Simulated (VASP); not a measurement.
# Si (C2/c) in VASP: a series of runs

Si is run at these levels: LDA; tasks: single point.

Program: VASP 6.6.1. These are calculated values, not measurements. Logs are shortened: lines on timing, memory, paths and dates and some standing lists are left out, and cuts for length are marked.

## (1) The cell of the first run

The structure is monoclinic, space group C2/c (No. 15). Conventional cell: a = 5.258 Å, b = 5.258 Å, c = 3.769 Å, α = 90.00°, β = 134.22°, γ = 90.00°. Within 3.0 Å of Si (site symmetry 2) lie 4 Si at 2.26 to 2.34 Å.

## (2) Single point, LDA

Input file INCAR:

```
PREC = Accurate ; ENCUT = 520
EDIFF = 1E-7 ; ISMEAR = 0
SIGMA = 0.05 ; LREAL = False
LASPH = True ; NELM = 100
ALGO = Normal ; ISIF = 2
LWAVE = False ; LCHARG = True
GGA = CA ; LELF = True
LVHAR = True ; NBANDS = 11
```

Input file KPOINTS:

```
Automatic mesh
0
Gamma
  12 12 12
```

Input file POSCAR:

```
Si
1.0
    0.0000000000      2.6288575915      2.7009735863
    2.6288575915      0.0000000000      2.7009735863
    2.6288575915      2.6288575915      0.0000000000
Si
2
Direct
    0.5066642636      0.4933357364      0.4933357364
    0.7433357364      0.7566642636      0.7566642636
```

Potentials or basis: VASP PAW LDA potentials, release 64 (Si).

Launch:

```sh
$ cat potpaw_LDA.64/Si/POTCAR > POTCAR
$ mpirun -np 1 vasp_std > vasp.out
```

OUTCAR:

```text
PREC = Accurate
   ENCUT = 520
   EDIFF = 1E-7
   ISMEAR = 0
   LREAL = False
   LASPH = True
   NELM = 100
   ISIF = 2
   GGA = CA

 ion  position               nearest neighbor table
   1  0.507  0.493  0.493-   2 2.26   2 2.26   2 2.34   2 2.34
   2  0.743  0.757  0.757-   1 2.26   1 2.26   1 2.34   1 2.34

  LATTYP: Found a body centered tetragonal cell.
 ALAT       =     3.7177660594
 C/A-ratio  =     1.4530089000

  Lattice vectors:

 A1 = (  -2.6288575915,   0.0000000000,   2.7009735863)
 A2 = (   2.6288575915,   0.0000000000,   2.7009735863)
 A3 = (   0.0000000000,   2.6288575915,  -2.7009735863)

Analysis of symmetry for initial positions (statically):
=====================================================================
 Subroutine PRICEL returns:
 Original cell was already a primitive cell.

 Routine SETGRP: Setting up the symmetry group for a
 body centered tetragonal supercell.

 Subroutine GETGRP returns: Found  4 space group operations
 (whereof  2 operations were pure point group operations)
 out of a pool of 16 trial point group operations.

The static configuration has the point symmetry C_2 .
 The point group associated with its full space group is C_2h.

Analysis of symmetry for dynamics (positions and initial velocities):
=====================================================================
 Subroutine PRICEL returns:
 Original cell was already a primitive cell.

 Routine SETGRP: Setting up the symmetry group for a
 body centered tetragonal supercell.

 Subroutine GETGRP returns: Found  4 space group operations
 (whereof  2 operations were pure point group operations)
 out of a pool of 16 trial point group operations.

The dynamic configuration has the point symmetry C_2 .
 The point group associated with its full space group is C_2h.

 Subroutine INISYM returns: Found  4 space group operations
 (whereof  2 operations are pure point group operations),
 and found     1 'primitive' translations

----------------------------------------------------------------------------------------

                                     Primitive cell

  volume of cell :      37.3323

  direct lattice vectors                    reciprocal lattice vectors
     0.000000000  2.628857592  2.700973586    -0.190196685  0.190196685  0.185118434
     2.628857592  0.000000000  2.700973586     0.190196685 -0.190196685  0.185118434
     2.628857592  2.628857592  0.000000000     0.190196685  0.190196685 -0.185118434

  length of vectors
     3.769104741  3.769104741  3.717766059     0.326524720  0.326524720  0.326524720

  position of ions in fractional coordinates (direct lattice)
     0.506664264  0.493335736  0.493335736
     0.743335736  0.756664264  0.756664264

  ion indices of the primitive-cell ions
   primitive index   ion index
                 1           1
                 2           2

----------------------------------------------------------------------------------------

 KPOINTS: Automatic mesh

Automatic generation of k-mesh.
 Grid dimensions read from file:
 generate k-points for:   12   12   12

 Generating k-lattice:

  Cartesian coordinates                     Fractional coordinates (reciprocal lattice)
    -0.015849724  0.015849724  0.015426536     0.083333333  0.000000000  0.000000000
     0.015849724 -0.015849724  0.015426536     0.000000000  0.083333333  0.000000000
     0.015849724  0.015849724 -0.015426536    -0.000000000 -0.000000000  0.083333333

  Length of vectors
     0.027210393  0.027210393  0.027210393

  Shift w.r.t. Gamma in fractional coordinates (k-lattice)
     0.000000000  0.000000000  0.000000000

 Subroutine IBZKPT returns following result:
 ===========================================

 Found    476 irreducible k-points:

 Following reciprocal coordinates:
            Coordinates               Weight
  0.000000  0.000000  0.000000      1.000000
  0.083333  0.000000  0.000000      4.000000
  0.000000  0.000000 -0.083333      4.000000
  0.166667  0.000000  0.000000      4.000000
  0.000000  0.000000 -0.166667      4.000000
  0.250000 -0.000000  0.000000      4.000000
[... 16 lines left out ...]
  0.500000  0.083333  0.000000      4.000000
  0.083333  0.083333 -0.416667      4.000000
 [... further k-points ...]
   k-points           NKPTS =    476   k-points in BZ     NKDIM =    476   number of bands    NBANDS=     11
   number of dos      NEDOS =    301   number of ions     NIONS =      2
   total plane-waves  NPLWV =  21952
   dimension x,y,z NGX =    28 NGY =   28 NGZ =   28
   dimension x,y,z NGXF=    56 NGYF=   56 NGZF=   56
   ions per type =               2
   NGX,Y,Z   is equivalent  to a cutoff of  12.35, 12.35, 12.52 a.u.
   NGXF,Y,Z  is equivalent  to a cutoff of  24.70, 24.70, 25.04 a.u.
 SYSTEM =  unknown system
   PREC   = accura    normal or accurate (medium, high low for compatibility)
   ISTART =      0    job   : 0-new  1-cont  2-samecut
   ICHARG =      2    charge: 1-file 2-atom 10-const
   ISPIN  =      1    spin polarized calculation?
   LNONCOLLINEAR =      F non collinear calculations
   LSORBIT =      F    spin-orbit coupling
   LASPH  =      T    aspherical Exc in radial PAW
   ENCUT  =  520.0 eV  38.22 Ry    6.18 a.u.   7.01  7.01  6.91*2*pi/ulx,y,z
   NELM   =    100;   NELMIN=  2; NELMDL= -5     # of ELM steps
   EDIFF  = 0.1E-06   stopping-criterion for ELM
   LREAL  =      F    real-space projection
   EDIFFG = 0.1E-05   stopping-criterion for IOM
   NSW    =      0    number of steps for IOM
   IBRION =     -1    ionic relax: 0-MD 1-quasi-New 2-CG
   NFREE  =      0    steps in history (QN), initial steepest desc. (CG)
   ISIF   =      2    stress and relaxation
   ISYM   =      2    0-nonsym 1-usesym 2-fastsym
   POTIM  = 0.5000    time-step for ionic-motion
   TEBEG  =    0.0;   TEEND  =   0.0 temperature during run
   PSTRESS=    0.0 pullay stress
   NELECT =       8.0000    total number of electrons
   NUPDOWN=      -1.0000    fix difference up-down
   EMIN   =  10.00;   EMAX   =-10.00  energy-range for DOS
   EFERMI =   0.00;   METHOD = LEGACY
   ISMEAR =     0;   SIGMA  =   0.05  broadening in eV -4-tet -1-fermi 0-gaus
   EFERMI_NEDOS =   21; number of points for ismear=-14 and -15
   IALGO  =     38    algorithm
   IMIX   =      4    mixing-type and parameters
     AMIX     =   0.40;   BMIX     =  1.00
     AMIX_MAG =   1.60;   BMIX_MAG =  1.00
  volume/ion in A,a.u.               =      18.67       125.97
  Fermi-wavevector in a.u.,A,eV,Ry     =   0.979663  1.851295 13.058048  0.959739
  Thomas-Fermi vector in A             =   2.110533
   LORBIT       =      0    0 simple, 1 ext, 2 COOP (PROOUT), +10 PAW based schemes
   GGA     = CA    functional components
   LHFCALC =     F    Hartree Fock is set to
   AEXX    =    0.0000 exact exchange contribution
   IVDW    =     0    specifies the selected vdW correction
   LEPSILON=     F    determine dielectric tensor
   LRPA    =     F    only Hartree local field effects (RPA)
 non-spin polarized calculation
 Gauss-broadening in eV      SIGMA  =   0.05
  energy-cutoff  :      520.00
  volume of cell :       37.33
 maximum number of plane-waves:      1020
   NGX = 13   NGY = 13   NGZ = 13

 number of electron       8.0000000 magnetization

 Free energy of the ion-electron system (eV)
  ---------------------------------------------------
  ext. energy  EPLUGINS =         0.00000000
  ---------------------------------------------------
  free energy    TOTEN  =       -11.84035417 eV

  energy without entropy =      -11.84027025  energy(sigma->0) =      -11.84031221

 E-fermi :   6.7172     XC(G=0):  -9.8728

 val. band max:        6.6774253591   @ k =   0.0000  -0.0833   0.0833
 cond. band min:       6.7268394277   @ k =   0.0000  -0.4167  -0.4167
 fundamental gap:      0.0494140686
 Fermi energy:         6.7171634776

 k-point     1 :       0.0000    0.0000    0.0000
  band No.  band energies     occupation
      1      -5.9470      2.00000
      2       6.1175      2.00000
      3       6.5881      1.99974
      4       6.8338      0.00097
      5       8.8753      0.00000
      6       9.0142      0.00000
      7       9.2768      0.00000
      8      10.5179      0.00000
      9      14.0008      0.00000
     10      14.4761      0.00000
     11      14.5479      0.00000

 k-point     2 :       0.0833    0.0000    0.0000
  band No.  band energies     occupation
      1      -5.8513      2.00000
      2       5.7700      2.00000
      3       6.0047      2.00000
      4       6.5377      2.00000
      5       9.0616      0.00000
      6       9.1993      0.00000
      7       9.4832      0.00000
      8      11.1217      0.00000
      9      13.7477      0.00000
     10      14.2337      0.00000
     11      14.9037      0.00000

 k-point     3 :       0.0000    0.0000   -0.0833
  band No.  band energies     occupation
      1      -5.8495      2.00000
      2       5.4164      2.00000
      3       6.3179      2.00000
      4       6.6362      1.97801
      5       9.1118      0.00000
      6       9.1845      0.00000
      7       9.4468      0.00000
      8      11.0808      0.00000
      9      13.7086      0.00000
     10      14.1948      0.00000
     11      14.8946      0.00000

 k-point     4 :       0.1667    0.0000    0.0000
  band No.  band energies     occupation
      1      -5.5673      2.00000
      2       4.1684      2.00000
      3       5.6965      2.00000
      4       6.2161      2.00000
      5       8.9132      0.00000
      6       9.5830      0.00000
      7       9.8987      0.00000
      8      12.4910      0.00000
      9      13.4475      0.00000
     10      13.8156      0.00000
     11      15.6943      0.00000

 k-point     5 :       0.0000    0.0000   -0.1667
  band No.  band energies     occupation
      1      -5.5596      2.00000
      2       3.9103      2.00000
      3       5.9541      2.00000
      4       6.2623      2.00000
      5       9.0012      0.00000
      6       9.6282      0.00000
      7       9.9000      0.00000
      8      12.3938      0.00000
      9      13.3639      0.00000
     10      13.6773      0.00000
     11      15.6490      0.00000
[... 211 lines left out ...]
 k-point    21 :       0.4167    0.0833    0.0000
  band No.  band energies     occupation
      1      -3.9917      2.00000
      2       0.2826      2.00000
      3       4.5515      2.00000
      4       5.2235      2.00000
      5       8.7944      0.00000
      6       9.5250      0.00000
      7      10.3631      0.00000
      8      13.7528      0.00000
      9      15.2956      0.00000
     10      16.4207      0.00000
     11      17.4099      0.00000

 k-point    22 :       0.0833    0.0833   -0.3333
  band No.  band energies     occupation
      1      -3.9121      2.00000
      2       0.0157      2.00000
      3       4.7968      2.00000
      4       5.1742      2.00000
      5       8.8711      0.00000
      6       9.4765      0.00000
      7      10.6782      0.00000
      8      13.7661      0.00000
      9      15.2290      0.00000
     10      16.0962      0.00000
     11      17.1583      0.00000

 k-point    23 :       0.5000    0.0833    0.0000
  band No.  band energies     occupation
      1      -3.4712      2.00000
      2      -0.5407      2.00000
      3       4.3482      2.00000
      4       5.2677      2.00000
      5       8.7235      0.00000
      6       9.5013      0.00000
      7      10.1466      0.00000
      8      14.3862      0.00000
      9      15.9909      0.00000
     10      17.1959      0.00000
     11      18.1162      0.00000

 k-point    24 :       0.0833    0.0833   -0.4167
  band No.  band energies     occupation
      1      -3.3241      2.00000
      2      -0.8613      2.00000
      3       4.5821      2.00000
      4       5.1947      2.00000
      5       8.7905      0.00000
      6       9.4749      0.00000
      7      10.4546      0.00000
      8      14.5190      0.00000
      9      15.7229      0.00000
     10      16.8892      0.00000
     11      17.9656      0.00000

 [... further k-points ...]

------------------------ aborting loop because EDIFF is reached ----------------------------------------

  FORCE on cell =-STRESS in cart. coord.  units (eV):
  Direction    XX          YY          ZZ          XY          YZ          ZX
  --------------------------------------------------------------------------------------
  -------------------------------------------------------------------------------------
  Total        1.5581128      1.6601285      1.0358896      0.0000000     -0.8902564      0.0000000
  in kB       66.8690320     71.2472037     44.4569439      0.0000000    -38.2068480      0.0000000
  external PRESSURE =      60.8577266 kB  Pullay stress =       0.0000000 kB

 VOLUME and BASIS-vectors are now :
 -----------------------------------------------------------------------------
  energy-cutoff  :      520.00
  volume of cell :       37.33
      direct lattice vectors                 reciprocal lattice vectors
     0.000000000  2.628857592  2.700973586    -0.190196685  0.190196685  0.185118434
     2.628857592  0.000000000  2.700973586     0.190196685 -0.190196685  0.185118434
     2.628857592  2.628857592  0.000000000     0.190196685  0.190196685 -0.185118434

 POSITION                                       TOTAL-FORCE (eV/Angst)
 -----------------------------------------------------------------------------------
      2.59382      2.62886      2.70097         1.038149     -0.000000     -0.000000
      3.97833      3.94329      4.05146        -1.038149      0.000000      0.000000
 -----------------------------------------------------------------------------------
    total drift:                                0.000000      0.000000     -0.000000

  FREE ENERGIE OF THE ION-ELECTRON SYSTEM (eV)
  ---------------------------------------------------
  free  energy   TOTEN  =       -11.8403541742 eV

  energy  without entropy=      -11.8402702516  energy(sigma->0) =      -11.84031221
```

It took 56 s on 1 thread of Intel Xeon 6975P-C (Granite Rapids), shared host; peak memory 0.25 GiB.

Results:

- Free energy: -11.8404 eV
- Pressure: 6.1 GPa
- Largest force: 1.038 eV/Å
- Band gap on the k mesh: zero (band 4 reaches 6.83 eV, above the bottom of band 5 at 6.73 eV)

Forces in eV/Å, atoms in the order of the input:
```
Si   1.038  0.000  0.000
Si  -1.038  0.000  0.000
```

Caveat: forces of over 1 eV/Å act on the atoms, so gaps and moduli don't describe the material at rest.

## (3) Single point, LDA

Input file INCAR:

```
SYSTEM = Si
PREC = Accurate
ENCUT = 520
EDIFF = 1E-7
ISMEAR = 0
SIGMA = 0.05
LREAL = .FALSE.
LASPH = .TRUE.
NELM = 80
ALGO = Normal
ISIF = 2
LWAVE = .FALSE.
LCHARG = .FALSE.
GGA = CA
NBANDS = 11
```

Input file KPOINTS:

```
Automatic mesh
0
G
  12 12 12
  0 0 0
```

Input file POSCAR:

```
Si
1.0
    0.0000000000      2.6288575915      2.7009735863
    2.6288575915      0.0000000000      2.7009735863
    2.6288575915      2.6288575915      0.0000000000
Si
2
Direct
    0.5088856848      0.4911143152      0.4911143152
    0.7411143152      0.7588856848      0.7588856848
```

Potentials or basis: VASP PAW LDA potentials, release 64 (Si).

Launch:

```sh
$ cat potpaw_LDA.64/Si/POTCAR > POTCAR
$ mpirun -np 1 vasp_std > vasp.out
```

Run time: 55 s. Hardware: 1 thread of Intel Xeon 6975P-C (Granite Rapids), shared host; peak memory 0.25 GiB.

It converged, with:

```
Free energy            : -11.8123 eV
Pressure               : 6.2 GPa
Largest force          : 1.361 eV/Å
Band gap on the k mesh : zero (band 4 reaches 6.94 eV, above the bottom of band 5 at 6.68 eV)
```

Forces on the atoms (eV/Å):
```
Si   1.361  0.000  0.000
Si  -1.361  0.000  0.000
```

Stress tensor (GPa, compression positive):
```
 6.57  0.00  0.00
 0.00  7.36 -5.18
 0.00 -5.18  4.73
```

Levels at points of the mesh, in eV from the Fermi level:
| k point | band 2 | band 3 | band 4 | band 5 | band 6 | band 7 |
| --- | --- | --- | --- | --- | --- | --- |
| (0.00, 0.00, 0.00) | -0.73 | -0.14 | 0.20 | 2.07 | 2.26 | 2.60 |
| (0.50, 0.00, 0.00) | -7.36 | -1.88 | -1.19 | 1.36 | 2.71 | 3.19 |
| (0.00, 0.00, 0.50) | -7.78 | -1.63 | -1.24 | 1.44 | 2.79 | 3.47 |
| (0.50, 0.50, 0.00) | -8.41 | -3.11 | -3.11 | 0.37 | 0.37 | 10.41 |
| (0.50, 0.00, 0.50) | -8.24 | -3.33 | -3.33 | 0.14 | 0.14 | 10.16 |
| (0.00, 0.50, 0.50) | -7.94 | -3.51 | -3.20 | -0.06 | 0.37 | 10.10 |

Caveat: forces of over 1 eV/Å act on the atoms, so gaps and moduli don't describe the material at rest.
